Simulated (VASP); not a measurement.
Here is a VASP 6.6.1 calculation.

The input INCAR:

```
SYSTEM = KBr
  PREC = Accurate
  ENCUT = 520
  EDIFF = 1E-7
  ISMEAR = -1
  SIGMA = 0.02
  LREAL = .False.
  LASPH = .True.
  NELM = 80
  ALGO = Normal
  ISIF = 2
  LWAVE = .False.
  LCHARG = .False.
  GGA = PE
  NBANDS = 15
```

KPOINTS

```
Automatic mesh
0
Gamma
  6 6 6
  0 0 0
```

File POSCAR:

```
KBr
1.0
    0.0584595438      3.6882992926      3.6882992926
    3.6882992926      0.0584595438      3.6882992926
    3.7467588364      3.7467588364      0.0000000000
K Br
1 1
Direct
    0.0036089128      0.0036089128     -0.0036089128
    0.2463910872      0.2463910872      0.2536089128
```

Potentials or basis: VASP PAW PBE potentials, release 64 (K_sv, Br).

Launch:

```bash
$ cat potpaw_PBE.64/K_sv/POTCAR potpaw_PBE.64/Br/POTCAR > POTCAR
$ mpirun -np 1 vasp_std > vasp.out
```

Task: What does it give for the band gap on the k mesh?

Result: 4.26 eV (least direct gap 4.27 eV).

Task: What does it give for the pressure?

Result: 0.3 GPa.

Stress tensor (GPa, compression positive):
```
 0.28 -0.07  0.00
-0.07  0.28  0.00
 0.00  0.00  0.27
```

Caveat: the cell differs from its parent crystal (shear xy strain +3.2%); the structure was generated, so it needn't be the stable form of KBr. A k mesh can miss the band edges.
